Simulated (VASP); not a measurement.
# LiTaO2 (Pmmm) in VASP: further runs

Runs on LiTaO2. Level: PBE. Tasks: single point, relaxation of cell and atoms.

Program: VASP 6.6.1. These are calculated values, not measurements. Logs are shortened: lines on timing, memory, paths and dates and some standing lists are left out, and cuts for length are marked.

## Step 1: The cell of the first run

It takes space group Pmmm (No. 47, orthorhombic). Conventional cell: a = 2.718 Å, b = 3.237 Å, c = 5.216 Å, α = 90.00°, β = 90.00°, γ = 90.00°. Within 2.4 Å of Li (site symmetry mmm) lie 4 O at 1.81 Å. Within 2.8 Å of Ta (site symmetry mmm) lie 4 O at 2.15 Å and 2 Ta at 2.72 Å. Within 2.4 Å of O (site symmetry mm2) lie 2 Li at 1.81 Å and 2 Ta at 2.15 Å and 1 O at 2.39 Å.

The cell was built from a structure type or drawn by symmetry, and may not be a known phase.

## Step 2: Single point, PBE

INCAR reads:

```
PREC = Accurate
ENCUT = 520
EDIFF = 1E-6
ISMEAR = 0
SIGMA = 0.1
LREAL = F
LASPH = T
NELM = 60
ALGO = Normal
ISIF = 2
LWAVE = F
LCHARG = T
GGA = PE
LELF = T
LVHAR = T
NBANDS = 21
```

KPOINTS reads:

```
Automatic mesh
0
Gamma
  6 6 4
```

POSCAR reads:

```
LiTaO2
1.0
    2.7183820100      0.0000000000      0.0000000000
    0.0000000000      3.2371193400      0.0000000000
    0.0000000000      0.0000000000      5.2160187400
Li Ta O
1 1 2
Direct
    0.5000000000      0.5000000000      0.5000000000
    0.0000000000      0.0000000000      0.0000000000
    0.0000000000      0.5000000000      0.2708497900
    0.0000000000      0.5000000000      0.7291502100
```

Potentials or basis: VASP PAW PBE potentials, release 64 (Li_sv, Ta_pv, O).

The run is started by

```sh
$ cat potpaw_PBE.64/Li_sv/POTCAR potpaw_PBE.64/Ta_pv/POTCAR potpaw_PBE.64/O/POTCAR > POTCAR
$ mpirun -np 1 vasp_std > vasp.out
```

OUTCAR:

```text
PREC = Accurate
   ENCUT = 520
   EDIFF = 1E-6
   ISMEAR = 0
   LREAL = F
   LASPH = T
   NELM = 60
   ISIF = 2
   GGA = PE

 ion  position               nearest neighbor table
   1  0.500  0.500  0.500-   3 1.81   4 1.81   3 1.81   4 1.81
   2  0.000  0.000  0.000-   3 2.15   4 2.15   3 2.15   4 2.15
   3  0.000  0.500  0.271-   1 1.81   1 1.81   2 2.15   2 2.15
   4  0.000  0.500  0.729-   1 1.81   1 1.81   2 2.15   2 2.15

  LATTYP: Found a simple orthorhombic cell.
 ALAT       =     2.7183820100
 B/A-ratio  =     1.1908257662
 C/A-ratio  =     1.9187953425

  Lattice vectors:

 A1 = (   2.7183820100,   0.0000000000,   0.0000000000)
 A2 = (   0.0000000000,   3.2371193400,   0.0000000000)
 A3 = (   0.0000000000,   0.0000000000,   5.2160187400)

Analysis of symmetry for initial positions (statically):
=====================================================================
 Subroutine PRICEL returns:
 Original cell was already a primitive cell.

 Routine SETGRP: Setting up the symmetry group for a
 simple orthorhombic supercell.

 Subroutine GETGRP returns: Found  8 space group operations
 (whereof  8 operations were pure point group operations)
 out of a pool of  8 trial point group operations.

The static configuration has the point symmetry D_2h.

Analysis of symmetry for dynamics (positions and initial velocities):
=====================================================================
 Subroutine PRICEL returns:
 Original cell was already a primitive cell.

 Routine SETGRP: Setting up the symmetry group for a
 simple orthorhombic supercell.

 Subroutine GETGRP returns: Found  8 space group operations
 (whereof  8 operations were pure point group operations)
 out of a pool of  8 trial point group operations.

The dynamic configuration has the point symmetry D_2h.

 Subroutine INISYM returns: Found  8 space group operations
 (whereof  8 operations are pure point group operations),
 and found     1 'primitive' translations

----------------------------------------------------------------------------------------

                                     Primitive cell

  volume of cell :      45.8995

  direct lattice vectors                    reciprocal lattice vectors
     2.718382010  0.000000000  0.000000000     0.367865884  0.000000000  0.000000000
     0.000000000  3.237119340  0.000000000     0.000000000  0.308916631  0.000000000
     0.000000000  0.000000000  5.216018740     0.000000000  0.000000000  0.191717103

  length of vectors
     2.718382010  3.237119340  5.216018740     0.367865884  0.308916631  0.191717103

  position of ions in fractional coordinates (direct lattice)
     0.500000000  0.500000000  0.500000000
     0.000000000  0.000000000  0.000000000
     0.000000000  0.500000000  0.270849790
     0.000000000  0.500000000  0.729150210

  ion indices of the primitive-cell ions
   primitive index   ion index
                 1           1
                 2           2
                 3           3
                 4           4

----------------------------------------------------------------------------------------

 KPOINTS: Automatic mesh

Automatic generation of k-mesh.
 Grid dimensions read from file:
 generate k-points for:    6    6    4

 Generating k-lattice:

  Cartesian coordinates                     Fractional coordinates (reciprocal lattice)
     0.061310981  0.000000000  0.000000000     0.166666667  0.000000000  0.000000000
     0.000000000  0.051486105  0.000000000     0.000000000  0.166666667  0.000000000
     0.000000000  0.000000000  0.047929276     0.000000000  0.000000000  0.250000000

  Length of vectors
     0.061310981  0.051486105  0.047929276

  Shift w.r.t. Gamma in fractional coordinates (k-lattice)
     0.000000000  0.000000000  0.000000000

 Subroutine IBZKPT returns following result:
 ===========================================

 Found     48 irreducible k-points:

 Following reciprocal coordinates:
            Coordinates               Weight
  0.000000  0.000000  0.000000      1.000000
  0.166667  0.000000  0.000000      2.000000
  0.333333  0.000000  0.000000      2.000000
  0.500000  0.000000  0.000000      1.000000
  0.000000  0.166667  0.000000      2.000000
  0.166667  0.166667  0.000000      4.000000
[... 16 lines left out ...]
  0.333333  0.166667  0.250000      8.000000
  0.500000  0.166667  0.250000      4.000000
 [... further k-points ...]
   k-points           NKPTS =     48   k-points in BZ     NKDIM =     48   number of bands    NBANDS=     21
   number of dos      NEDOS =    301   number of ions     NIONS =      4
   total plane-waves  NPLWV =  19200
   dimension x,y,z NGX =    20 NGY =   24 NGZ =   40
   dimension x,y,z NGXF=    40 NGYF=   48 NGZF=   80
   ions per type =               1   1   2
   NGX,Y,Z   is equivalent  to a cutoff of  12.23, 12.33, 12.75 a.u.
   NGXF,Y,Z  is equivalent  to a cutoff of  24.46, 24.65, 25.50 a.u.
 SYSTEM =  unknown system
   PREC   = accura    normal or accurate (medium, high low for compatibility)
   ISTART =      0    job   : 0-new  1-cont  2-samecut
   ICHARG =      2    charge: 1-file 2-atom 10-const
   ISPIN  =      1    spin polarized calculation?
   LNONCOLLINEAR =      F non collinear calculations
   LSORBIT =      F    spin-orbit coupling
   LASPH  =      T    aspherical Exc in radial PAW
   ENCUT  =  520.0 eV  38.22 Ry    6.18 a.u.   5.05  6.02  9.70*2*pi/ulx,y,z
   NELM   =     60;   NELMIN=  2; NELMDL= -5     # of ELM steps
   EDIFF  = 0.1E-05   stopping-criterion for ELM
   LREAL  =      F    real-space projection
   EDIFFG = 0.1E-04   stopping-criterion for IOM
   NSW    =      0    number of steps for IOM
   IBRION =     -1    ionic relax: 0-MD 1-quasi-New 2-CG
   NFREE  =      0    steps in history (QN), initial steepest desc. (CG)
   ISIF   =      2    stress and relaxation
   ISYM   =      2    0-nonsym 1-usesym 2-fastsym
   POTIM  = 0.5000    time-step for ionic-motion
   TEBEG  =    0.0;   TEEND  =   0.0 temperature during run
   PSTRESS=    0.0 pullay stress
   NELECT =      26.0000    total number of electrons
   NUPDOWN=      -1.0000    fix difference up-down
   EMIN   =  10.00;   EMAX   =-10.00  energy-range for DOS
   EFERMI =   0.00;   METHOD = LEGACY
   ISMEAR =     0;   SIGMA  =   0.10  broadening in eV -4-tet -1-fermi 0-gaus
   EFERMI_NEDOS =   21; number of points for ismear=-14 and -15
   IALGO  =     38    algorithm
   IMIX   =      4    mixing-type and parameters
     AMIX     =   0.40;   BMIX     =  1.00
     AMIX_MAG =   1.60;   BMIX_MAG =  1.00
  volume/ion in A,a.u.               =      11.47        77.44
  Fermi-wavevector in a.u.,A,eV,Ry     =   1.354555  2.559737 24.964215  1.834818
  Thomas-Fermi vector in A             =   2.481716
   LORBIT       =      0    0 simple, 1 ext, 2 COOP (PROOUT), +10 PAW based schemes
   GGA     = PE    functional components
   LHFCALC =     F    Hartree Fock is set to
   AEXX    =    0.0000 exact exchange contribution
   IVDW    =     0    specifies the selected vdW correction
   LEPSILON=     F    determine dielectric tensor
   LRPA    =     F    only Hartree local field effects (RPA)
 non-spin polarized calculation
 Gauss-broadening in eV      SIGMA  =   0.10
  energy-cutoff  :      520.00
  volume of cell :       45.90
 maximum number of plane-waves:      1256
   NGX = 11   NGY = 13   NGZ = 19

 number of electron      25.9999990 magnetization

 Free energy of the ion-electron system (eV)
  ---------------------------------------------------
  ext. energy  EPLUGINS =         0.00000000
  ---------------------------------------------------
  free energy    TOTEN  =       -30.81862669 eV

  energy without entropy =      -30.81359916  energy(sigma->0) =      -30.81611293

 E-fermi :   4.5338     XC(G=0): -10.7616

 val. band max:        4.3780981645   @ k =   0.0000   0.0000   0.0000
 cond. band min:       4.5774438467   @ k =   0.3333   0.1667   0.0000
 fundamental gap:      0.1993456822
 Fermi energy:         4.5337894154

 k-point     1 :       0.0000    0.0000    0.0000
  band No.  band energies     occupation
      1     -39.8068      2.00000
      2     -31.3628      2.00000
      3     -31.1885      2.00000
      4     -30.4667      2.00000
      5     -15.0707      2.00000
      6     -13.8694      2.00000
[... 13 lines left out ...]
     20      13.9470      0.00000
     21      17.2527      0.00000

 k-point     2 :       0.1667    0.0000    0.0000
  band No.  band energies     occupation
      1     -39.7967      2.00000
      2     -31.3284      2.00000
      3     -31.1576      2.00000
      4     -30.7831      2.00000
      5     -14.9655      2.00000
      6     -13.7301      2.00000
[... 13 lines left out ...]
     20      13.6872      0.00000
     21      16.9505      0.00000

 k-point     3 :       0.3333    0.0000    0.0000
  band No.  band energies     occupation
      1     -39.7762      2.00000
      2     -31.3785      2.00000
      3     -31.2588      2.00000
      4     -31.0954      2.00000
      5     -14.7499      2.00000
      6     -13.4277      2.00000
[... 13 lines left out ...]
     20      15.1154      0.00000
     21      16.1942      0.00000
[... 457 lines left out ...]
 k-point    23 :       0.3333    0.1667    0.2500
  band No.  band energies     occupation
      1     -39.7753      2.00000
      2     -31.3716      2.00000
      3     -31.2431      2.00000
      4     -31.1756      2.00000
      5     -14.4346      2.00000
      6     -13.7237      2.00000
[... 13 lines left out ...]
     20      15.4172      0.00000
     21      16.5409      0.00000

 k-point    24 :       0.5000    0.1667    0.2500
  band No.  band energies     occupation
      1     -39.7650      2.00000
      2     -31.6521      2.00000
      3     -31.2083      2.00000
      4     -31.1426      2.00000
      5     -14.3261      2.00000
      6     -13.5659      2.00000
[... 13 lines left out ...]
     20      14.3501      0.00000
     21      16.4860      0.00000

 [... further k-points ...]

------------------------ aborting loop because EDIFF is reached ----------------------------------------

  FORCE on cell =-STRESS in cart. coord.  units (eV):
  Direction    XX          YY          ZZ          XY          YZ          ZX
  --------------------------------------------------------------------------------------
  -------------------------------------------------------------------------------------
  Total        6.6164212     -9.0324481     -0.7373982      0.0000000      0.0000000      0.0000000
  in kB      230.9539461   -315.2882003    -25.7397508      0.0000000      0.0000000      0.0000000
  external PRESSURE =     -36.6913350 kB  Pullay stress =       0.0000000 kB

 VOLUME and BASIS-vectors are now :
 -----------------------------------------------------------------------------
  energy-cutoff  :      520.00
  volume of cell :       45.90
      direct lattice vectors                 reciprocal lattice vectors
     2.718382010  0.000000000  0.000000000     0.367865884  0.000000000  0.000000000
     0.000000000  3.237119340  0.000000000     0.000000000  0.308916631  0.000000000
     0.000000000  0.000000000  5.216018740     0.000000000  0.000000000  0.191717103

 POSITION                                       TOTAL-FORCE (eV/Angst)
 -----------------------------------------------------------------------------------
      1.35919      1.61856      2.60801        -0.000000     -0.000000      0.000000
      0.00000      0.00000      0.00000        -0.000000     -0.000000      0.000000
      0.00000      1.61856      1.41276        -0.000000     -0.000000     -3.989903
      0.00000      1.61856      3.80326         0.000000      0.000000      3.989903
 -----------------------------------------------------------------------------------
    total drift:                               -0.000000      0.000000      0.000000

  FREE ENERGIE OF THE ION-ELECTRON SYSTEM (eV)
  ---------------------------------------------------
  free  energy   TOTEN  =       -30.8186266940 eV

  energy  without entropy=      -30.8135991584  energy(sigma->0) =      -30.81611293
```

Wall time 58 s (1 thread of Intel Xeon 8259CL, shared host); peak memory 0.18 GiB.

Results:

* Free energy: -30.8186 eV
* Largest force: 3.990 eV/Å
* Band gap on the k mesh: zero (bands 13 and 14 overlap by 0.64 eV)

Forces in eV/Å, atoms in the order of the input:
```
Li   0.000  0.000  0.000
Ta   0.000  0.000  0.000
O    0.000  0.000 -3.990
O    0.000  0.000  3.990
```

Caveat: the k points lie up to 0.39 Å⁻¹ apart, too coarse for converged energies and pressures of a metal; the cutoff is under 1.25 times the usual one of these potentials, so pressure, stress and relaxed cells hold a basis-set (Pulay) error; spin-orbit coupling is left out, which moves the levels of the heavy elements; forces of over 1 eV/Å act on the atoms, so gaps and moduli don't describe the material at rest.

(Part 1 of 2 ends here.)
